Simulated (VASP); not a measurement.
Here is a VASP 6.6.1 calculation.

Contents of INCAR:

```
SYSTEM = KYSe2
ALGO     = Normal         ! electronic algorithm
EDIFF    = 1E-6           ! SCF threshold, eV
ENCUT    = 520            ! plane-wave cutoff, eV
GGA      = PE             ! functional
ISIF     = 2              ! what is computed and relaxed
ISMEAR   = -1             ! smearing method
LASPH    = .True.         ! aspherical terms in the spheres
LCHARG   = .False.        ! write CHGCAR
LREAL    = .False.        ! projectors in reciprocal space
LWAVE    = .False.        ! write WAVECAR
NBANDS   = 24             ! bands
NELM     = 80             ! most SCF steps
PREC     = Accurate       ! precision mode
SIGMA    = 0.02           ! smearing width, eV
```

Contents of KPOINTS:

```
k-points
0
Gamma
  6 6 4
  0 0 0
```

POSCAR

```
KYSe2
1.0
    4.3197464616      0.0000000000      0.0000000000
    0.0000000000      4.3197464616      0.0000000000
    0.0000000000      0.0000000000      5.8682760708
K Se Y
1 2 1
Direct
    0.0000000000      0.0000000000      0.0000000000
    0.0000000000      0.0000000000      0.5000000000
    0.5000000000      0.5000000000      0.0000000000
    0.5000000000      0.5000000000      0.5000000000
```

Potentials or basis: VASP PAW PBE potentials, release 64 (K_sv, Se, Y_sv).

The run is started by

```sh
$ cat potpaw_PBE.64/K_sv/POTCAR potpaw_PBE.64/Se/POTCAR potpaw_PBE.64/Y_sv/POTCAR > POTCAR
$ mpirun -np 1 vasp_std > vasp.out
```

**Question.** What does it give for the pressure?

**Answer.** 0.7 GPa.

**Question.** Estimate the band gap on the k mesh.

**Answer.** 0.19 eV.

Stress tensor (GPa, compression positive):
```
0.68 0.00 0.00
0.00 0.68 0.00
0.00 0.00 0.77
```

Caveat: semilocal functionals underestimate gaps, and a narrow one can read as zero. A k mesh can miss the band edges.
